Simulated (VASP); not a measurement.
Write the native input for VASP 6.6.1 that does the following.

```
Task                   : single point
Functional             : LDA
Potentials or basis    : VASP PAW LDA potentials, release 64 (Sb, Ga_d)
Cutoff                 : 520 eV
k mesh                 : 10 × 10 × 10
Occupations            : fermi-dirac, width 0.05 eV
Spin                   : no spin polarisation
Dipole correction      : no
Further INCAR settings : ALGO = Normal; EDIFF = 1e-06; NBANDS = 16
```

The structure of GaSb lies in POSCAR:

```
GaSb
1.0
   -1.5454583968      2.6570494188      2.8738942068
    1.5454583968     -2.6570494188      2.8738942068
    1.5454583968      2.6570494188     -2.8738942068
Sb Ga
1 1
Direct
    0.5000000000      0.5000000000      0.0000000000
    0.0000000000      0.0000000000      0.0000000000
```

This cell differs from its parent crystal: volume scaled by 0.98.

One way to write it, as run:

INCAR

```
PREC     = Accurate       # precision mode
ENCUT    = 520            # plane-wave cutoff, eV
EDIFF    = 1E-6           # SCF threshold, eV
ISMEAR   = -1             # smearing method
SIGMA    = 0.05           # smearing width, eV
LREAL    = F              # projectors in reciprocal space
LASPH    = T              # aspherical terms in the spheres
NELM     = 100            # most SCF steps
ALGO     = Normal         # electronic algorithm
ISIF     = 2              # what is computed and relaxed
LWAVE    = F              # write WAVECAR
LCHARG   = T              # write CHGCAR
GGA      = CA             # functional
LELF     = T              # ELF
LVHAR    = T            
NBANDS   = 16             # bands
```

KPOINTS

```
regular mesh
0
Gamma
  10 10 10
```

Potentials or basis: VASP PAW LDA potentials, release 64 (Sb, Ga_d).

The run is started by

```bash
$ cat potpaw_LDA.64/Sb/POTCAR potpaw_LDA.64/Ga_d/POTCAR > POTCAR
$ mpirun -np 1 vasp_std > vasp.out
```

It gave:

* Pressure: -3.5 GPa
* Band gap on the k mesh: zero (band 9 reaches 8.57 eV, above the bottom of band 10 at 4.04 eV)

Caveat: spin-orbit coupling is left out, which moves the levels of the heavy elements.

It took 28 s on 1 thread of Intel(R) Xeon(R) 6975P-C (Granite Rapids) (shared host), peak memory 0.25 GiB.
